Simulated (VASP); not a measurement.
Write the native input for VASP 6.6.1 that does the following.

| Property | Result |
| --- | --- |
| Task | single point |
| Functional | PBE |
| Potentials or basis | VASP PAW PBE potentials, release 64 (Ga_d) |
| Cutoff | 520 eV |
| k mesh | 9 × 9 × 9 |
| Occupations | fermi-dirac, width 0.1 eV |
| Spin | non-collinear spin, zero start, spin-orbit coupling |
| Starting moments | [[0.0, 0.0, 0.0], [0.0, 0.0, 0.0]] μB |
| Dipole correction | no |
| Further INCAR settings | ALGO = Normal; EDIFF = 1e-06; NBANDS = 38 |

The structure of Ga lies in POSCAR:

```
Ga
1.0
    0.0000000000      2.9406016430      2.9406016430
    2.9406016430      0.0000000000      2.9406016430
    2.9406016430      2.9406016430      0.0000000000
Ga
2
Direct
    0.1250000000      0.1250000000      0.1250000000
    0.8750000000      0.8750000000      0.8750000000
```

This isn't the form of Ga at room conditions, which is orthorhombic.

The input as run:

INCAR

```
SYSTEM = Ga
  PREC = Accurate
  ENCUT = 520
  EDIFF = 1E-6
  ISMEAR = -1
  SIGMA = 0.1
  LREAL = .FALSE.
  LASPH = .TRUE.
  NELM = 150
  ALGO = Normal
  ISIF = 2
  LWAVE = .FALSE.
  LCHARG = .FALSE.
  LNONCOLLINEAR = .TRUE.
  MAGMOM = 0 0 0 0 0 0
  LORBIT = 11
  LSORBIT = .TRUE.
  GGA_COMPAT = .FALSE.
  LORBMOM = .TRUE.
  GGA = PE
  NBANDS = 38
```

KPOINTS

```
regular mesh
0
G
  9 9 9
  0 0 0
```

Potentials or basis: VASP PAW PBE potentials, release 64 (Ga_d).

Launch:

```console
$ cat potpaw_PBE.64/Ga_d/POTCAR > POTCAR
$ mpirun -np 1 vasp_ncl > vasp.out
```

It gave:

The pressure is 0.1 GPa, the net moment is 0.00 μB per cell and the valence electrons inside the program's atomic spheres are Ga 11.60.

Wall time 2.3 min on 1 thread of Intel(R) Xeon(R) Platinum 8259CL CPU @ 2.50GHz (Skylake/Cascade Lake), on a shared host, peak memory 0.34 GiB.
